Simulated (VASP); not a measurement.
Runs of VASP 6.6.1 on BaHfO3. The structure is that of space group Pm-3m (No. 221), or close to it. The cells are those of the table. 

```tsv
task	level	cell	cutoff (eV)	smearing	gap on the mesh (eV)	pressure (GPa)	relaxed volume (Å³/atom)
single point	PBEsol	a = 4.158 Å, 5 atoms	520	fermi-dirac 0.02 eV	3.50	-0.4	-
single point	r2SCAN	a = 4.177 Å, 5 atoms	520	gaussian 0.01 eV	4.11	-0.7	-
relaxation of cell and atoms	r2SCAN	relaxed from a = 4.206 Å, 5 atoms	600	fermi-dirac 0.02 eV	4.12	0.0	14.50
single point	r2SCAN	a = 4.177 Å, 5 atoms	520	fermi-dirac 0.02 eV	4.11	-0.7	-
relaxation of cell and atoms	PBEsol	relaxed from a = 4.206 Å, 5 atoms	600	fermi-dirac 0.02 eV	3.50	0.0	(a)
```

Alike in all rows: potentials or basis VASP PAW PBE potentials, release 64 (Ba_sv, Hf_pv, O); no spin polarisation; k mesh 6 × 6 × 6.

Estimate the missing entries.

(a) 14.33.

Caveats: the PAW data sets were made with another functional, which shifts forces and pressure a little; spin-orbit coupling is left out, which moves the levels of the heavy elements.

A k mesh can miss the band edges, and the runs leave out spin-orbit coupling on Ba, Hf.
